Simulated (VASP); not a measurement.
Input of a VASP 6.6.1 run:

Contents of INCAR:

```
  PREC = Accurate
  ENCUT = 520
  EDIFF = 1E-6
  ISMEAR = -1
  SIGMA = 0.1
  LREAL = F
  LASPH = T
  NELM = 100
  ALGO = Normal
  ISIF = 2
  LWAVE = F
  LCHARG = F
  GGA = PS
  NBANDS = 24
```

KPOINTS

```
regular mesh
0
Gamma
  9 9 13
```

The input POSCAR:

```
Au
1.0
    4.5244665192      0.0000000000      0.0000000000
   -2.2622332596      3.9183029442      0.0000000000
    0.0000000000      0.0000000000      2.7039038369
Au
3
Direct
    0.0000000000      1.0000000000      0.0000000000
    0.3333333333      0.6666666667      0.5000000000
    0.6666666667      0.3333333333      0.5000000000
```

Potentials or basis: VASP PAW PBE potentials, release 64 (Au).

Launch:

```bash
$ cat potpaw_PBE.64/Au/POTCAR > POTCAR
$ mpirun -np 1 vasp_std > vasp.out
```

Q: What does it give for the band gap on the k mesh?

A: Zero (an odd number of electrons rules out a gap without spin polarisation).

Q: What does it give for the pressure?

A: 17.1 GPa.

Stress tensor (GPa, compression positive):
```
17.41  0.00  0.00
 0.00 17.41  0.00
 0.00  0.00 16.54
```

Caveat: the cell stands under pressure; the PAW data sets were made with another functional, which shifts forces and pressure a little; spin-orbit coupling is left out, which moves the levels of the heavy elements.
